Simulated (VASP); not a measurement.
# BP (I-4m2) in VASP: notebook

The runs below take BP through single point, with PBE.

All numbers are computed with VASP 6.6.1; they aren't measurements. Logs are shortened: lines on timing, memory, paths and dates and some standing lists are left out, and cuts for length are marked.

## 1. The cell of the first run

The structure is tetragonal, space group I-4m2 (No. 119). Conventional cell: a = 3.630 Å, b = 3.630 Å, c = 4.538 Å, α = 90.00°, β = 90.00°, γ = 90.00°. B (site symmetry -4m2) has 4 P at 2.14 Å within 2.8 Å. P (site symmetry -4m2) has 4 B at 2.14 Å within 2.8 Å.

## 2. Single point, PBE (strain +0.1312 x Voigt [1, 1, 0, 0, 0, 0])

INCAR

```
SYSTEM = BP
  PREC = Accurate
  ENCUT = 520
  EDIFF = 1E-7
  ISMEAR = 0
  SIGMA = 0.05
  LREAL = .False.
  LASPH = .True.
  NELM = 60
  ALGO = Normal
  ISIF = 2
  LWAVE = .False.
  LCHARG = .True.
  GGA = PE
  LELF = .True.
  LVHAR = .True.
  NBANDS = 11
```

KPOINTS

```
Automatic mesh
0
Gamma
  10 10 10
  0 0 0
```

POSCAR

```
BP
1.0
    0.0000000000      2.5666928000      2.2690000000
    2.5666928000      0.0000000000      2.2690000000
    2.5666928000      2.5666928000      0.0000000000
B P
1 1
Direct
    0.0000000000      0.0000000000      0.0000000000
    0.7500000000      0.7500000000      0.7500000000
```

Potentials or basis: VASP PAW PBE potentials, release 64 (B, P).

Command:

```console
cat potpaw_PBE.64/B/POTCAR potpaw_PBE.64/P/POTCAR > POTCAR
mpirun -np 1 vasp_std > vasp.out
```

OUTCAR:

```text
SYSTEM = BP
   PREC = Accurate
   ENCUT = 520
   EDIFF = 1E-7
   ISMEAR = 0
   LREAL = .False.
   LASPH = .True.
   NELM = 60
   ISIF = 2
   GGA = PE

 ion  position               nearest neighbor table
   1  0.000  0.000  0.000-   2 2.14   2 2.14   2 2.14   2 2.14
   2  0.750  0.750  0.750-   1 2.14   1 2.14   1 2.14   1 2.14

  LATTYP: Found a body centered tetragonal cell.
 ALAT       =     3.6298517682
 C/A-ratio  =     1.2501887928

  Lattice vectors:

 A1 = (   0.0000000000,  -2.5666928000,  -2.2690000000)
 A2 = (   0.0000000000,   2.5666928000,  -2.2690000000)
 A3 = (   2.5666928000,   0.0000000000,   2.2690000000)

Analysis of symmetry for initial positions (statically):
=====================================================================
 Subroutine PRICEL returns:
 Original cell was already a primitive cell.

 Routine SETGRP: Setting up the symmetry group for a
 body centered tetragonal supercell.

 Subroutine GETGRP returns: Found  8 space group operations
 (whereof  8 operations were pure point group operations)
 out of a pool of 16 trial point group operations.

The static configuration has the point symmetry D_2d.

Analysis of symmetry for dynamics (positions and initial velocities):
=====================================================================
 Subroutine PRICEL returns:
 Original cell was already a primitive cell.

 Routine SETGRP: Setting up the symmetry group for a
 body centered tetragonal supercell.

 Subroutine GETGRP returns: Found  8 space group operations
 (whereof  8 operations were pure point group operations)
 out of a pool of 16 trial point group operations.

The dynamic configuration has the point symmetry D_2d.

 Subroutine INISYM returns: Found  8 space group operations
 (whereof  8 operations are pure point group operations),
 and found     1 'primitive' translations

----------------------------------------------------------------------------------------

                                     Primitive cell

  volume of cell :      29.8959

  direct lattice vectors                    reciprocal lattice vectors
     0.000000000  2.566692800  2.269000000    -0.194803211  0.194803211  0.220361393
     2.566692800  0.000000000  2.269000000     0.194803211 -0.194803211  0.220361393
     2.566692800  2.566692800  0.000000000     0.194803211  0.194803211 -0.220361393

  length of vectors
     3.425824416  3.425824416  3.629851768     0.352782831  0.352782831  0.352782831

  position of ions in fractional coordinates (direct lattice)
     0.000000000  0.000000000  0.000000000
     0.750000000  0.750000000  0.750000000

  ion indices of the primitive-cell ions
   primitive index   ion index
                 1           1
                 2           2

----------------------------------------------------------------------------------------

 KPOINTS: Automatic mesh

Automatic generation of k-mesh.
 Grid dimensions read from file:
 generate k-points for:   10   10   10

 Generating k-lattice:

  Cartesian coordinates                     Fractional coordinates (reciprocal lattice)
    -0.019480321  0.019480321  0.022036139     0.100000000 -0.000000000  0.000000000
     0.019480321 -0.019480321  0.022036139    -0.000000000  0.100000000  0.000000000
     0.019480321  0.019480321 -0.022036139     0.000000000  0.000000000  0.100000000

  Length of vectors
     0.035278283  0.035278283  0.035278283

  Shift w.r.t. Gamma in fractional coordinates (k-lattice)
     0.000000000  0.000000000  0.000000000

 Subroutine IBZKPT returns following result:
 ===========================================

 Found    102 irreducible k-points:

 Following reciprocal coordinates:
            Coordinates               Weight
  0.000000  0.000000  0.000000      1.000000
  0.100000  0.000000  0.000000      8.000000
  0.200000  0.000000  0.000000      8.000000
  0.300000  0.000000  0.000000      8.000000
  0.400000  0.000000  0.000000      8.000000
  0.500000  0.000000  0.000000      4.000000
[... 16 lines left out ...]
  0.300000  0.300000  0.000000      2.000000
  0.400000  0.300000  0.000000      8.000000
 [... further k-points ...]
   k-points           NKPTS =    102   k-points in BZ     NKDIM =    102   number of bands    NBANDS=     11
   number of dos      NEDOS =    301   number of ions     NIONS =      2
   total plane-waves  NPLWV =  21952
   dimension x,y,z NGX =    28 NGY =   28 NGZ =   28
   dimension x,y,z NGXF=    56 NGYF=   56 NGZF=   56
   ions per type =               1   1
   NGX,Y,Z   is equivalent  to a cutoff of  13.59, 13.59, 12.82 a.u.
   NGXF,Y,Z  is equivalent  to a cutoff of  27.18, 27.18, 25.65 a.u.
 SYSTEM =  BP
   PREC   = accura    normal or accurate (medium, high low for compatibility)
   ISTART =      0    job   : 0-new  1-cont  2-samecut
   ICHARG =      2    charge: 1-file 2-atom 10-const
   ISPIN  =      1    spin polarized calculation?
   LNONCOLLINEAR =      F non collinear calculations
   LSORBIT =      F    spin-orbit coupling
   LASPH  =      T    aspherical Exc in radial PAW
   ENCUT  =  520.0 eV  38.22 Ry    6.18 a.u.   6.37  6.37  6.75*2*pi/ulx,y,z
   NELM   =     60;   NELMIN=  2; NELMDL= -5     # of ELM steps
   EDIFF  = 0.1E-06   stopping-criterion for ELM
   LREAL  =      F    real-space projection
   EDIFFG = 0.1E-05   stopping-criterion for IOM
   NSW    =      0    number of steps for IOM
   IBRION =     -1    ionic relax: 0-MD 1-quasi-New 2-CG
   NFREE  =      0    steps in history (QN), initial steepest desc. (CG)
   ISIF   =      2    stress and relaxation
   ISYM   =      2    0-nonsym 1-usesym 2-fastsym
   POTIM  = 0.5000    time-step for ionic-motion
   TEBEG  =    0.0;   TEEND  =   0.0 temperature during run
   PSTRESS=    0.0 pullay stress
   NELECT =       8.0000    total number of electrons
   NUPDOWN=      -1.0000    fix difference up-down
   EMIN   =  10.00;   EMAX   =-10.00  energy-range for DOS
   EFERMI =   0.00;   METHOD = LEGACY
   ISMEAR =     0;   SIGMA  =   0.05  broadening in eV -4-tet -1-fermi 0-gaus
   EFERMI_NEDOS =   21; number of points for ismear=-14 and -15
   IALGO  =     38    algorithm
   IMIX   =      4    mixing-type and parameters
     AMIX     =   0.40;   BMIX     =  1.00
     AMIX_MAG =   1.60;   BMIX_MAG =  1.00
  volume/ion in A,a.u.               =      14.95       100.87
  Fermi-wavevector in a.u.,A,eV,Ry     =   1.054955  1.993576 15.142342  1.112931
  Thomas-Fermi vector in A             =   2.190135
   LORBIT       =      0    0 simple, 1 ext, 2 COOP (PROOUT), +10 PAW based schemes
   GGA     = PE    functional components
   LHFCALC =     F    Hartree Fock is set to
   AEXX    =    0.0000 exact exchange contribution
   IVDW    =     0    specifies the selected vdW correction
   LEPSILON=     F    determine dielectric tensor
   LRPA    =     F    only Hartree local field effects (RPA)
 non-spin polarized calculation
 Gauss-broadening in eV      SIGMA  =   0.05
  energy-cutoff  :      520.00
  volume of cell :       29.90
 maximum number of plane-waves:       825
 NGX is ok and might be reduce to    28
   NGX = 13   NGY = 13   NGZ = 13

 number of electron       8.0000000 magnetization

 Free energy of the ion-electron system (eV)
  ---------------------------------------------------
  ext. energy  EPLUGINS =         0.00000000
  ---------------------------------------------------
  free energy    TOTEN  =       -12.16209928 eV

  energy without entropy =      -12.16202529  energy(sigma->0) =      -12.16206229

 E-fermi :   5.3786     XC(G=0):  -9.8923

 val. band max:        4.9633722104   @ k =   0.1000   0.0000   0.0000
 cond. band min:       5.3803134374   @ k =   0.0000   0.0000   0.0000
 fundamental gap:      0.4169412270
 Fermi energy:         5.3786452074

 k-point     1 :       0.0000    0.0000    0.0000
  band No.  band energies     occupation
      1      -8.6555      2.00000
      2       4.4768      2.00000
      3       4.4768      2.00000
      4       5.3803      0.96237
      5       7.5024      0.00000
      6       8.2153      0.00000
      7       8.2153      0.00000
      8       8.5655      0.00000
      9      14.8757      0.00000
     10      14.9847      0.00000
     11      17.0939      0.00000

 k-point     2 :       0.1000    0.0000    0.0000
  band No.  band energies     occupation
      1      -8.5094      2.00000
      2       3.5357      2.00000
      3       4.2234      2.00000
      4       4.9634      2.00000
      5       7.6171      0.00000
      6       8.3778      0.00000
      7       8.4926      0.00000
      8       9.5212      0.00000
      9      14.6844      0.00000
     10      15.3189      0.00000
     11      16.2527      0.00000

 k-point     3 :       0.2000    0.0000    0.0000
  band No.  band energies     occupation
      1      -8.0800      2.00000
      2       1.6113      2.00000
      3       3.7052      2.00000
      4       4.5215      2.00000
      5       7.4338      0.00000
      6       8.9128      0.00000
      7       8.9357      0.00000
      8      11.2488      0.00000
      9      14.6420      0.00000
     10      15.3144      0.00000
     11      16.5129      0.00000

 k-point     4 :       0.3000    0.0000    0.0000
  band No.  band energies     occupation
      1      -7.4049      2.00000
      2      -0.3227      2.00000
      3       3.2204      2.00000
      4       4.1764      2.00000
      5       7.0949      0.00000
      6       9.0725      0.00000
      7       9.5620      0.00000
      8      12.8034      0.00000
      9      15.2623      0.00000
     10      15.5447      0.00000
     11      17.0049      0.00000

 k-point     5 :       0.4000    0.0000    0.0000
  band No.  band energies     occupation
      1      -6.6124      2.00000
      2      -1.9140      2.00000
      3       2.8991      2.00000
      4       3.9624      2.00000
      5       6.8395      0.00000
      6       8.9861      0.00000
      7       9.9619      0.00000
      8      13.7647      0.00000
      9      15.8939      0.00000
     10      17.1974      0.00000
     11      17.6422      0.00000
[... 211 lines left out ...]
 k-point    21 :      -0.3000    0.2000    0.0000
  band No.  band energies     occupation
      1      -6.5295      2.00000
      2      -0.9685      2.00000
      3       1.5882      2.00000
      4       2.6135      2.00000
      5       7.3772      0.00000
      6      10.2957      0.00000
      7      11.0507      0.00000
      8      12.7507      0.00000
      9      14.6378      0.00000
     10      14.7106      0.00000
     11      18.2360      0.00000

 k-point    22 :      -0.2000    0.2000    0.0000
  band No.  band energies     occupation
      1      -7.2706      2.00000
      2       0.2933      2.00000
      3       2.0576      2.00000
      4       3.1749      2.00000
      5       7.7337      0.00000
      6       9.7079      0.00000
      7      10.8623      0.00000
      8      11.6571      0.00000
      9      13.7970      0.00000
     10      15.7603      0.00000
     11      17.0644      0.00000

 k-point    23 :       0.3000    0.3000    0.0000
  band No.  band energies     occupation
      1      -6.7108      2.00000
      2       0.7416      2.00000
      3       1.7382      2.00000
      4       1.7382      2.00000
      5       5.6190      0.00000
      6       8.4733      0.00000
      7      12.2206      0.00000
      8      12.2206      0.00000
      9      15.8501      0.00000
     10      17.3006      0.00000
     11      19.5261      0.00000

 k-point    24 :       0.4000    0.3000    0.0000
  band No.  band energies     occupation
      1      -6.0174      2.00000
      2      -0.5042      2.00000
      3       1.3888      2.00000
      4       1.4455      2.00000
      5       5.8432      0.00000
      6       7.9042      0.00000
      7      12.6925      0.00000
      8      12.6934      0.00000
      9      16.7179      0.00000
     10      18.3211      0.00000
     11      19.5514      0.00000

 [... further k-points ...]
[... 5 lines left out ...]
  --------------------------------------------------------------------------------------
  -------------------------------------------------------------------------------------
  Total       -5.8675327     -5.8675327     -1.8048450      0.0000000     -0.0000000      0.0000000
  in kB     -314.4516091   -314.4516091    -96.7248844      0.0000000     -0.0000000      0.0000000
  external PRESSURE =    -241.8760342 kB  Pullay stress =       0.0000000 kB

 VOLUME and BASIS-vectors are now :
 -----------------------------------------------------------------------------
  energy-cutoff  :      520.00
  volume of cell :       29.90
      direct lattice vectors                 reciprocal lattice vectors
     0.000000000  2.566692800  2.269000000    -0.194803211  0.194803211  0.220361393
     2.566692800  0.000000000  2.269000000     0.194803211 -0.194803211  0.220361393
     2.566692800  2.566692800  0.000000000     0.194803211  0.194803211 -0.220361393

 POSITION                                       TOTAL-FORCE (eV/Angst)
 -----------------------------------------------------------------------------------
      0.00000      0.00000      0.00000        -0.000000     -0.000000     -0.000000
      3.85004      3.85004      3.40350         0.000000      0.000000      0.000000
 -----------------------------------------------------------------------------------
    total drift:                               -0.000000     -0.000000      0.000000

  FREE ENERGIE OF THE ION-ELECTRON SYSTEM (eV)
  ---------------------------------------------------
  free  energy   TOTEN  =       -12.1620992848 eV

  energy  without entropy=      -12.1620252884  energy(sigma->0) =      -12.16206229
```

Wall time 45 s (1 thread of Intel Xeon Platinum 8488C (Sapphire Rapids), shared host); peak memory 0.17 GiB.

What came out:

```
Free energy : -12.1621 eV
Pressure    : -24.2 GPa
```

Stress tensor (GPa, compression positive):
```
-31.45   0.00   0.00
  0.00 -31.45   0.00
  0.00   0.00  -9.67
```

Levels at points of the mesh, in eV from the Fermi level:
```csv
k point,band 1,band 2,band 3,band 4,band 5,band 6,band 7,band 8,band 9
"(0.00, 0.00, 0.00)",-14.03,-0.90,-0.90,0.00,2.12,2.84,2.84,3.19,9.50
"(0.50, 0.00, 0.00)",-11.54,-8.01,-2.59,-1.49,1.37,3.55,4.70,8.62,11.40
"(0.50, 0.50, 0.00)",-9.88,-7.40,-4.48,-4.48,0.34,0.46,9.35,9.35,12.46
"(0.50, 0.00, 0.50)",-10.65,-8.26,-3.55,-3.38,1.58,1.75,8.30,9.33,11.03
```

Caveat: the cell differs from its parent crystal (strain +0.1312 x Voigt [1, 1, 0, 0, 0, 0]).

[end of part 1 of 2]
